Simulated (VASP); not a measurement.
Write the native input for VASP 6.6.1 that does the following.

* Task: single point
* Functional: PBEsol
* Potentials or basis: VASP PAW PBE potentials, release 64 (Zn, O)
* Cutoff: 520 eV
* k mesh: 9 × 9 × 5
* Occupations: fermi-dirac, width 0.05 eV
* Spin: no spin polarisation
* Dipole correction: no
* Further INCAR settings: ALGO = Normal; EDIFF = 1e-07; NBANDS = 26

The structure of ZnO lies in POSCAR:

```
ZnO
1.0
    3.1144155782      0.0000000000      0.0000000000
   -1.5572077891      2.6971630086      0.0000000000
    0.0000000000      0.0000000000      5.0311627481
Zn O
2 2
Direct
    0.6666666667      0.3333333333      0.0002271084
    0.3333333333      0.6666666667      0.5002271084
    0.3333333333      0.6666666667      0.8787828916
    0.6666666667      0.3333333333      0.3787828916
```

One way to write it, as run:

INCAR

```
SYSTEM = ZnO
  PREC = Accurate
  ENCUT = 520
  EDIFF = 1E-7
  ISMEAR = -1
  SIGMA = 0.05
  LREAL = .False.
  LASPH = .True.
  NELM = 60
  ALGO = Normal
  ISIF = 2
  LWAVE = .False.
  LCHARG = .False.
  GGA = PS
  NBANDS = 26
```

KPOINTS

```
Automatic mesh
0
Gamma
  9 9 5
  0 0 0
```

Potentials or basis: VASP PAW PBE potentials, release 64 (Zn, O).

The run is started by

```sh
$ cat potpaw_PBE.64/Zn/POTCAR potpaw_PBE.64/O/POTCAR > POTCAR
$ mpirun -np 1 vasp_std > vasp.out
```

Results of the run:

| Property | Result |
| --- | --- |
| Pressure | 21.7 GPa |
| Band gap on the k mesh | 0.84 eV |

Caveat: the cell stands under pressure; the PAW data sets were made with another functional, which shifts forces and pressure a little.

Wall time 20 s on 1 thread of Intel(R) Xeon(R) 6975P-C (Granite Rapids), with other jobs on the host, peak memory 0.17 GiB.
